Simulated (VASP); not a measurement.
# CO2 (Pbca) in VASP: notebook, part 2 of 2

VASP 6.6.1.

## Step 5: Single point, PBE (19.71 Å³/atom)

This run uses another cell than the first one, of 19.71 Å³/atom.

Contents of INCAR:

```
ALGO     = Normal         # electronic algorithm
EDIFF    = 1E-6           # SCF threshold, eV
ENCUT    = 520            # plane-wave cutoff, eV
GGA      = PE             # functional
ISIF     = 2              # what is computed and relaxed
ISMEAR   = 0              # smearing method
LASPH    = T              # aspherical terms in the spheres
LCHARG   = T              # write CHGCAR
LELF     = T              # ELF
LREAL    = F              # projectors in reciprocal space
LVHAR    = T            
LWAVE    = F              # write WAVECAR
NBANDS   = 44             # bands
NELM     = 80             # most SCF steps
PREC     = Accurate       # precision mode
SIGMA    = 0.05           # smearing width, eV
```

Contents of KPOINTS:

```
k-points
0
Gamma
  4 4 4
```

Contents of POSCAR:

```
CO2
1.0
    6.0856775403      0.0000000000      0.0000000000
    0.0000000000      6.0856775403      0.0000000000
    0.0000000000      0.0000000000      6.3863100108
C O
4 8
Direct
    0.0000000000      0.0000000000      0.0000000000
    0.5000000000      0.0000000000      0.5000000000
    0.5000000000      0.5000000000      0.0000000000
    0.0000000000      0.5000000000      0.5000000000
    0.1114834447      0.1114834447      0.1114834447
    0.3885165553      0.8885165553      0.6114834447
    0.6114834447      0.3885165553      0.8885165553
    0.8885165553      0.6114834447      0.3885165553
    0.8885165553      0.8885165553      0.8885165553
    0.6114834447      0.1114834447      0.3885165553
    0.3885165553      0.6114834447      0.1114834447
    0.1114834447      0.3885165553      0.6114834447
```

Launch:

```sh
> cat potpaw_PBE.64/C/POTCAR potpaw_PBE.64/O/POTCAR > POTCAR
> mpirun -np 1 vasp_std > vasp.out
```

Run time: 2 min. Hardware: 1 thread of AMD EPYC 9R45 (Zen 5), shared host; peak memory 0.4 GiB.

Results (log left out):

```yaml
Free_energy: -92.1356 eV
Pressure: -4.2 GPa
Largest_force: 1.800 eV/Å
Band_gap_on_the_k_mesh: 6.39 eV
```

Forces on the atoms (eV/Å):
```
C    0.000  0.000  0.000
C    0.000  0.000  0.000
C    0.000  0.000  0.000
C    0.000  0.000  0.000
O   -1.022 -1.017 -1.077
O    1.022  1.017 -1.077
O   -1.022  1.017  1.077
O    1.022 -1.017  1.077
O    1.022  1.017  1.077
O   -1.022 -1.017  1.077
O    1.022 -1.017 -1.077
O   -1.022  1.017 -1.077
```

Stress tensor (GPa, compression positive):
```
-3.99  0.00  0.00
 0.00 -3.98  0.00
 0.00  0.00 -4.49
```

Levels at points of the mesh, in eV from the valence-band top:
| k point | band 30 | band 31 | band 32 | band 33 | band 34 | band 35 |
| --- | --- | --- | --- | --- | --- | --- |
| (0.00, 0.00, 0.00) | -0.11 | -0.06 | 0.00 | 6.39 | 7.75 | 7.79 |
| (0.50, 0.00, 0.00) | -0.17 | -0.08 | -0.08 | 7.65 | 7.65 | 7.77 |
| (0.00, 0.50, 0.00) | -0.17 | -0.07 | -0.07 | 7.66 | 7.66 | 7.72 |
| (0.50, 0.50, 0.00) | -0.17 | -0.17 | -0.17 | 7.72 | 7.72 | 7.72 |
| (0.00, 0.00, 0.50) | -0.18 | -0.06 | -0.06 | 7.55 | 7.55 | 7.74 |
| (0.50, 0.00, 0.50) | -0.16 | -0.16 | -0.16 | 7.73 | 7.73 | 7.73 |
| (0.00, 0.50, 0.50) | -0.17 | -0.17 | -0.17 | 7.73 | 7.73 | 7.73 |
| (0.50, 0.50, 0.50) | -0.16 | -0.16 | -0.16 | 7.75 | 7.75 | 7.75 |

Caveat: the cell stands under tension; this functional lacks dispersion, which holds the molecules together, so the pressure and a relaxed volume are unreliable; forces of over 1 eV/Å act on the atoms, so gaps and moduli don't describe the material at rest.

## Step 6: Single point, PBE (20.90 Å³/atom)

This run uses another cell than the first one, of 20.90 Å³/atom.

Contents of INCAR:

```
SYSTEM = CO2
ALGO     = Normal         ! electronic algorithm
EDIFF    = 1E-7           ! SCF threshold, eV
ENCUT    = 520            ! plane-wave cutoff, eV
GGA      = PE             ! functional
ISIF     = 2              ! what is computed and relaxed
ISMEAR   = 0              ! smearing method
LASPH    = .True.         ! aspherical terms in the spheres
LCHARG   = .True.         ! write CHGCAR
LELF     = .True.         ! ELF
LREAL    = .False.        ! projectors in reciprocal space
LVHAR    = .True.       
LWAVE    = .False.        ! write WAVECAR
NBANDS   = 44             ! bands
NELM     = 60             ! most SCF steps
PREC     = Accurate       ! precision mode
SIGMA    = 0.05           ! smearing width, eV
```

Contents of KPOINTS:

```
k-points
0
Gamma
  4 4 4
  0 0 0
```

POSCAR: that of step 5 with these lines changed.

```diff
@@ -2,5 +2,5 @@
 1.0
-    6.0856775403      0.0000000000      0.0000000000
-    0.0000000000      6.0856775403      0.0000000000
-    0.0000000000      0.0000000000      6.3863100108
+    6.1557170221      0.0000000000      0.0000000000
+    0.0000000000      6.1557170221      0.0000000000
+    0.0000000000      0.0000000000      6.6173957988
 C O
```

Potentials or basis: VASP PAW PBE potentials, release 64 (C, O).

Launch:

```sh
> cat potpaw_PBE.64/C/POTCAR potpaw_PBE.64/O/POTCAR > POTCAR
> mpirun -np 1 vasp_std > vasp.out
```

Run time: 2.9 min. Hardware: 1 thread of Intel Xeon 6975P-C (Granite Rapids), shared host; peak memory 0.44 GiB.

The run converged. Its results:

* Free energy: -91.5737 eV
* Pressure: -8.2 GPa
* Largest force: 3.778 eV/Å
* Band gap on the k mesh: 6.19 eV

Forces on the atoms (eV/Å):
```
C    0.000  0.000  0.000
C    0.000  0.000  0.000
C    0.000  0.000  0.000
C    0.000  0.000  0.000
O   -2.127 -2.120 -2.292
O    2.127  2.120 -2.292
O   -2.127  2.120  2.292
O    2.127 -2.120  2.292
O    2.127  2.120  2.292
O   -2.127 -2.120  2.292
O    2.127 -2.120 -2.292
O   -2.127  2.120 -2.292
```

Stress tensor (GPa, compression positive):
```
-7.72  0.00  0.00
 0.00 -7.71  0.00
 0.00  0.00 -9.03
```

Levels at points of the mesh, in eV from the valence-band top:
```csv
k point,band 29,band 30,band 31,band 32,band 33,band 34,band 35,band 36
"(0.00, 0.00, 0.00)",-0.12,-0.11,-0.07,0.00,6.19,7.36,7.42,7.45
"(0.50, 0.00, 0.00)",-0.16,-0.16,-0.08,-0.08,7.41,7.41,7.41,7.41
"(0.00, 0.50, 0.00)",-0.16,-0.16,-0.08,-0.08,7.36,7.36,7.41,7.41
"(0.50, 0.50, 0.00)",-0.16,-0.16,-0.16,-0.16,7.36,7.36,7.36,7.36
"(0.00, 0.00, 0.50)",-0.18,-0.18,-0.06,-0.06,7.26,7.26,7.37,7.37
"(0.50, 0.00, 0.50)",-0.15,-0.15,-0.15,-0.15,7.38,7.38,7.38,7.38
"(0.00, 0.50, 0.50)",-0.16,-0.16,-0.16,-0.16,7.37,7.37,7.37,7.37
"(0.50, 0.50, 0.50)",-0.15,-0.15,-0.15,-0.15,7.38,7.38,7.38,7.38
```

Caveat: the cell stands under tension; this functional lacks dispersion, which holds the molecules together, so the pressure and a relaxed volume are unreliable; forces of over 1 eV/Å act on the atoms, so gaps and moduli don't describe the material at rest. A k mesh can miss the band edges.

## Step 7: Summary

```csv
cell,gap on the mesh (eV),pressure (GPa),largest force (eV/Å)
"a = 6.049, b = 6.049, c = 5.492 Å, 12 atoms",6.87,12.1,5.01
"a = 6.386, b = 6.386, c = 5.799 Å, 12 atoms",6.35,-4.5,1.96
"a = 5.989, b = 5.989, c = 6.595 Å, 12 atoms",6.35,-4.5,1.97
"a = 6.086, b = 6.086, c = 6.386 Å, 12 atoms",6.39,-4.2,1.80
"a = 6.156, b = 6.156, c = 6.617 Å, 12 atoms",6.19,-8.2,3.78
```

Alike in all rows: task single point; level PBE; potentials or basis VASP PAW PBE potentials, release 64 (C, O); no spin polarisation; k mesh 4 × 4 × 4; cutoff (eV) 520; smearing gaussian 0.05 eV.

Caveats: this functional lacks dispersion, which holds the molecules together, so the pressure and a relaxed volume are unreliable; forces of over 1 eV/Å act on the atoms, so gaps and moduli don't describe the material at rest; the cell stands under tension (at least some runs); the cell stands under pressure (at least some runs).

Absolute energies hang on the potentials; compare differences alone.
